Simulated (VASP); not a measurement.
# HCl (Fm-3m) in VASP: vibrations by perturbation theory with PBEsol

Aim: the vibrations by perturbation theory of HCl with PBEsol.

Program: VASP 6.6.1. These are calculated values, not measurements. Logs are shortened: lines on timing, memory, paths and dates and some standing lists are left out, and cuts for length are marked.

### Step 1. The cell of the first run

The structure is cubic, space group Fm-3m (No. 225). The conventional cell has a = 4.437 Å, b = 4.437 Å, c = 4.437 Å, α = 90.00°, β = 90.00°, γ = 90.00°. Within 2.9 Å of H (site symmetry m-3m) lie 6 Cl at 2.22 Å. Cl (site symmetry m-3m) has 6 H at 2.22 Å within 2.9 Å.

### Step 2. Vibrations by perturbation theory, PBEsol

INCAR

```
SYSTEM = HCl
PREC     = Accurate       ! precision mode
ENCUT    = 500            ! plane-wave cutoff, eV
EDIFF    = 1E-8           ! SCF threshold, eV
ISMEAR   = 1              ! smearing method
SIGMA    = 0.2            ! smearing width, eV
LREAL    = .FALSE.        ! projectors in reciprocal space
LASPH    = .TRUE.         ! aspherical terms in the spheres
NELM     = 120            ! most SCF steps
ALGO     = Normal         ! electronic algorithm
ISIF     = 2              ! what is computed and relaxed
LWAVE    = .FALSE.        ! write WAVECAR
LCHARG   = .FALSE.        ! write CHGCAR
GGA      = PS             ! functional
NBANDS   = 11             ! bands
IBRION   = 8              ! ionic algorithm
NSW      = 1              ! ionic steps
GGA_COMPAT= .FALSE.
```

KPOINTS

```
Automatic mesh
0
G
  14 14 14
  0 0 0
```

POSCAR

```
HCl
1.0
    0.0000000000      2.2185042475      2.2185042475
    2.2185042475      0.0000000000      2.2185042475
    2.2185042475      2.2185042475      0.0000000000
H Cl
1 1
Direct
    0.0000000000      0.0000000000      0.0000000000
    0.5000000000      0.5000000000      0.5000000000
```

Potentials or basis: VASP PAW PBE potentials, release 64 (H, Cl).

Launch:

```
cat potpaw_PBE.64/H/POTCAR potpaw_PBE.64/Cl/POTCAR > POTCAR
mpirun -np 1 vasp_std > vasp.out
```

OUTCAR:

```text
SYSTEM = HCl
   PREC = Accurate
   ENCUT = 500
   EDIFF = 1E-8
   ISMEAR = 1
   LREAL = .FALSE.
   LASPH = .TRUE.
   NELM = 120
   ISIF = 2
   GGA = PS
   IBRION = 8
   NSW = 1

 ion  position               nearest neighbor table
   1  0.000  0.000  0.000-
   2  0.500  0.500  0.500-

  LATTYP: Found a face centered cubic cell.
 ALAT       =     4.4370084950

  Lattice vectors:

 A1 = (   0.0000000000,   2.2185042475,   2.2185042475)
 A2 = (   2.2185042475,   0.0000000000,   2.2185042475)
 A3 = (   2.2185042475,   2.2185042475,   0.0000000000)

Analysis of symmetry for initial positions (statically):
=====================================================================
 Subroutine PRICEL returns:
 Original cell was already a primitive cell.

 Routine SETGRP: Setting up the symmetry group for a
 face centered cubic supercell.

 Subroutine GETGRP returns: Found 48 space group operations
 (whereof 48 operations were pure point group operations)
 out of a pool of 48 trial point group operations.

The static configuration has the point symmetry O_h .

Analysis of symmetry for dynamics (positions and initial velocities):
=====================================================================
 Subroutine PRICEL returns:
 Original cell was already a primitive cell.

 Routine SETGRP: Setting up the symmetry group for a
 face centered cubic supercell.

 Subroutine GETGRP returns: Found 48 space group operations
 (whereof 48 operations were pure point group operations)
 out of a pool of 48 trial point group operations.

The dynamic configuration has the point symmetry O_h .

 Subroutine INISYM returns: Found 48 space group operations
 (whereof 48 operations are pure point group operations),
 and found     1 'primitive' translations

----------------------------------------------------------------------------------------

[... 494 lines left out ...]
  in kB        1.9676537      1.9676537      1.9676537      0.0000000     -0.0000000      0.0000000
  external PRESSURE =       1.9676537 kB  Pullay stress =       0.0000000 kB

 VOLUME and BASIS-vectors are now :
 -----------------------------------------------------------------------------
  energy-cutoff  :      500.00
  volume of cell :       21.84
      direct lattice vectors                 reciprocal lattice vectors
     0.000000000  2.218504247  2.218504247    -0.225377076  0.225377076  0.225377076
     2.218504247  0.000000000  2.218504247     0.225377076 -0.225377076  0.225377076
     2.218504247  2.218504247  0.000000000     0.225377076  0.225377076 -0.225377076

 POSITION                                       TOTAL-FORCE (eV/Angst)
 -----------------------------------------------------------------------------------
      0.00000      0.00000      0.00000         0.000000     -0.000000      0.000000
      2.21850      2.21850      2.21850        -0.000000      0.000000     -0.000000
 -----------------------------------------------------------------------------------
    total drift:                               -0.000000     -0.000000      0.000000

  FREE ENERGIE OF THE ION-ELECTRON SYSTEM (eV)
  ---------------------------------------------------
  free  energy   TOTEN  =        -4.1117817027 eV

  energy  without entropy=       -4.1112508483  energy(sigma->0) =       -4.11160475

[... ionic steps 2 to 3 ...]

--------------------------------------- Ionic step        4  -------------------------------------------

------------------------ aborting loop because EDIFF is reached ----------------------------------------

[... ionic steps 5 to 6 ...]

--------------------------------------- Ionic step        7  -------------------------------------------

 Free energy of the ion-electron system (eV)
  ---------------------------------------------------
  ---------------------------------------------------
  free energy    TOTEN  =        -0.17314014 eV

  energy without entropy =       -0.17314014

------------------------ aborting loop because EDIFF is reached ----------------------------------------

 INTERNAL STRAIN TENSOR  FOR ION    2  DIRECTION 1   (eV/Angst):
 -----------------------------------------------------------------------------
    -0.02652  0.00000 -0.00000
     0.00000  0.03682 -0.00000
    -0.00000 -0.00000  0.03682

 INTERNAL STRAIN TENSOR FOR ION    2 for displacements in x,y,z  (eV/Angst):
          X           Y           Z          XY          YZ          ZX
  --------------------------------------------------------------------------------
  x     0.00000     0.00000     0.00000     0.00000     0.00000     0.00000
  y     0.00000     0.00000     0.00000     0.00000     0.00000     0.00000
  z     0.00000     0.00000     0.00000     0.00000     0.00000     0.00000

 SECOND DERIVATIVES (NOT SYMMETRIZED)
 ------------------------------------
               1X          1Y          1Z          2X          2Y          2Z
  1X     5.359098    0.000000    0.000000   -5.359098    0.000000    0.000000
  1Y     0.000000    5.359098    0.000000    0.000000   -5.359098    0.000000
  1Z     0.000000    0.000000    5.359098    0.000000    0.000000   -5.359098
  2X    -5.356516    0.000000    0.000000    5.356516    0.000000    0.000000
  2Y     0.000000   -5.356516    0.000000    0.000000    5.356516    0.000000
  2Z     0.000000    0.000000   -5.356516    0.000000    0.000000    5.356516

 Eigenvectors and eigenvalues of the dynamical matrix
 ----------------------------------------------------

   1 f  =    0.001444 THz     0.009074 2PiTHz    0.048174 cm-1     0.005973 meV
             X         Y         Z           dx          dy          dz
      0.000000  0.000000  0.000000     0.143837    0.080880   -0.013755
      2.218504  2.218504  2.218504     0.856644    0.481695   -0.081919
[... 21 lines left out ...]
   6 f/i=   36.697278 THz   230.575800 2PiTHz 1224.089446 cm-1   151.767680 meV
             X         Y         Z           dx          dy          dz
      0.000000  0.000000  0.000000    -0.000000    0.986195   -0.000000
      2.218504  2.218504  2.218504    -0.000000   -0.165589    0.000000

--------------------------------------------------------------------------------------------------------

 ELASTIC MODULI CONTR FROM IONIC RELAXATION (kBar)
 Direction    XX          YY          ZZ          XY          YZ          ZX
 --------------------------------------------------------------------------------
 XX           0.0000      0.0000      0.0000      0.0000      0.0000      0.0000
 YY           0.0000      0.0000      0.0000      0.0000      0.0000      0.0000
 ZZ           0.0000      0.0000      0.0000      0.0000      0.0000      0.0000
 XY           0.0000      0.0000      0.0000      0.0000      0.0000      0.0000
 YZ           0.0000      0.0000      0.0000      0.0000      0.0000      0.0000
 ZX           0.0000      0.0000      0.0000      0.0000      0.0000      0.0000
 --------------------------------------------------------------------------------
```

stdout:

```text
POSCAR found type information on POSCAR H Cl
 POSCAR found :  2 types and       2 ions
 scaLAPACK will be used
 -----------------------------------------------------------------------------
|                                                                             |
|                                                                             |
|     You enforced a specific xc type in the INCAR file but a different       |
|     I HOPE YOU KNOW WHAT YOU ARE DOING!                                     |
|                                                                             |
 -----------------------------------------------------------------------------

 LDA part: xc-table for (Slater+PW92), standard interpolation
 POSCAR, INCAR and KPOINTS ok, starting setup
 FFT: planning ... GRIDC
 FFT: planning ... GRID_SOFT
 FFT: planning ... GRID
 WAVECAR not read
 entering main loop
 Linear response reoptimize wavefunctions to high precision
 Linear response DOF=           2
 Linear response progress:
 first order change of Fermi-energy  -0.36693E-03
 force on displaced ion       1 direction 1 :   5.359   0.000   0.000
 Linear response progress:
 first order change of Fermi-energy   0.19829E-02
 force on displaced ion       2 direction 1 :   5.357   0.000   0.000
 Linear response finished
```

Wall time 46 s (1 thread of Intel Xeon 6975P-C (Granite Rapids), shared host); peak memory 0.25 GiB.

What came out:

| Item | Value |
| --- | --- |
| Highest phonon frequency at Γ, LO-TO splitting left out | 0 cm⁻¹ |
| Most unstable mode | 1224i cm⁻¹ |

Phonon frequencies in cm⁻¹ (negative: imaginary):
| q point | frequencies |
| --- | --- |
| (0.000, 0.000, 0.000) | -1224 -1224 -1224 0 0 0 |

Caveat: some modes are imaginary; the PAW data sets were made with another functional, which shifts forces and pressure a little.
